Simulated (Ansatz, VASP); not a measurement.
## Two plane-wave programs on MgO

File INCAR:

```
  PREC = Accurate
  ENCUT = 520
  EDIFF = 1E-6
  ISMEAR = 0
  SIGMA = 0.05
  LREAL = F
  LASPH = T
  NELM = 100
  ALGO = Normal
  ISIF = 2
  LWAVE = F
  LCHARG = F
  NBANDS = 36
```

The input KPOINTS:

```
Automatic mesh
0
Gamma
  4 4 4
```

File POSCAR:

```
MgO
1.0
    5.5230736673      0.0000000000      0.0000000000
    0.0000000000      5.5230736673      0.0000000000
    0.0000000000      0.0000000000      5.5230736673
Mg O
6 6
Direct
    0.2500000000     -0.0211114680      0.5000000000
    0.0000000000      0.5211114680      0.2500000000
    0.5000000000      0.7500000000      0.0000000000
    0.7500000000     -0.0211114680      0.5000000000
    0.0000000000      0.5211114680      0.7500000000
    0.5000000000      0.2500000000      0.0000000000
    0.2500000000      0.4872562430      0.0000000000
    0.5000000000      0.0127437570      0.2500000000
    0.0000000000      0.7500000000      0.5000000000
    0.7500000000      0.4872562430      0.0000000000
    0.5000000000      0.0127437570      0.7500000000
    0.0000000000      0.2500000000      0.5000000000
```

Input for Ansatz:

```yaml
crystal:
  lattice:
    - [5.5230736673, 0.0, 0.0]
    - [0.0, 5.5230736673, 0.0]
    - [0.0, 0.0, 5.5230736673]
  atoms:
    - { symbol: Mg, position: [0.25, -0.021111468, 0.5] }
    - { symbol: Mg, position: [0.0, 0.521111468, 0.25] }
    - { symbol: Mg, position: [0.5, 0.75, 0.0] }
    - { symbol: Mg, position: [0.75, -0.021111468, 0.5] }
    - { symbol: Mg, position: [0.0, 0.521111468, 0.75] }
    - { symbol: Mg, position: [0.5, 0.25, 0.0] }
    - { symbol: O, position: [0.25, 0.487256243, 0.0] }
    - { symbol: O, position: [0.5, 0.012743757, 0.25] }
    - { symbol: O, position: [0.0, 0.75, 0.5] }
    - { symbol: O, position: [0.75, 0.487256243, 0.0] }
    - { symbol: O, position: [0.5, 0.012743757, 0.75] }
    - { symbol: O, position: [0.0, 0.25, 0.5] }
basis:
  ecutwfc: 520.0
kpoints:
  mp_grid: { grid: [4, 4, 4] }
hamiltonian:
  xc: lda
  pseudopotentials: { kind: paw, azcp: { folder: soft_1 } }
scf:
  occupations: { method: gaussian, width: 0.05 }
output:
  forces: true
  stress: true
  eigenvalues: true
```

Change from the starting cell: mode 14 frozen in at -0.058 Å and mode 24 at -0.115 Å (largest displacements).

Alike in both runs: task single point; functional LDA; k mesh 4 × 4 × 4; occupations gaussian, width 0.05 eV; no spin polarisation.

|  | VASP | Ansatz |
| --- | --- | --- |
| version | VASP 6.6.1 | Ansatz 0.2.0 |
| potentials or method | VASP PAW LDA potentials, release 64 (Mg, O), cutoff 520 eV | scalar-relativistic, plane waves, PAW |
| valence electrons in the cell | 48 | 96 |

Ansatz gave:

* gap on the k mesh at the Fermi level (eV): 2.59
* least direct gap on the mesh (eV): 2.62
* pressure (GPa): 0.5
* traceless stress, the component that is largest in VASP (GPa): -0.53
* rms of the force components (eV/Å): 0.853

Question: What did VASP give for the same quantities?

Answer: gap on the k mesh at the Fermi level (eV): 2.57; least direct gap on the mesh (eV): 2.60; pressure (GPa): -0.2; traceless stress, the component that is largest in VASP (GPa): -0.52; rms of the force components (eV/Å): 0.871.

Ansatz warns that its potentials were made for another functional, while VASP's fit it. LDA's correlation is that of Perdew and Zunger in VASP and of Perdew and Wang (1992) in Ansatz. Atom by atom the forces differ by 0.019 eV/Å (rms over components). VASP's potentials hold 48 valence electrons a cell and Ansatz's 96, so a difference there can come from the potentials and not from the codes.
